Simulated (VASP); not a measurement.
Input of a VASP 6.6.1 run:

The input INCAR:

```
PREC = Accurate
ENCUT = 520
EDIFF = 1E-7
ISMEAR = 0
SIGMA = 0.05
LREAL = F
LASPH = T
NELM = 80
ALGO = Normal
ISIF = 2
LWAVE = F
LCHARG = T
GGA = PS
LELF = T
LVHAR = T
NBANDS = 35
```

File KPOINTS:

```
Automatic mesh
0
Gamma
  12 12 2
```

The input POSCAR:

```
WS2
1.0
    3.1462408358      0.0000000000     -0.2202368585
   -1.5731204179      2.7247244902      0.1101184293
   -0.8887658288     -0.0000000001     12.6966546967
W S
2 4
Direct
    0.2912473138      0.5824946275      0.2500000000
    0.7087526862      0.4175053725      0.7500000000
    0.3058695818      0.7506355861      0.6259573375
    0.5552339957      0.2493644139      0.1259573375
    0.4447660043      0.7506355861      0.8740426625
    0.6941304182      0.2493644139      0.3740426625
```

Potentials or basis: VASP PAW PBE potentials, release 64 (W_sv, S).

Command:

```bash
$ cat potpaw_PBE.64/W_sv/POTCAR potpaw_PBE.64/S/POTCAR > POTCAR
$ mpirun -np 1 vasp_std > vasp.out
```

Question: Predict the largest force.

Answer: 0.024 eV/Å.

Question: Estimate the pressure.

Answer: 0.5 GPa.

Question: What does it give for the band gap on the k mesh?

Answer: 1.09 eV (least direct gap 1.86 eV).

Forces on the atoms (eV/Å):
```
W    0.000  0.001  0.000
W    0.000 -0.001  0.000
S   -0.001  0.001 -0.024
S   -0.001 -0.001 -0.024
S    0.001  0.001  0.024
S    0.001 -0.001  0.024
```

Caveat: the cell differs from its parent crystal (engineering shear strain xz -0.1400, engineering shear strain yz +0.0000); the PAW data sets were made with another functional, which shifts forces and pressure a little; spin-orbit coupling is left out, which moves the levels of the heavy elements; this functional lacks dispersion, which binds the layers, so the pressure and a relaxed spacing across them are unreliable. A k mesh can miss the band edges.
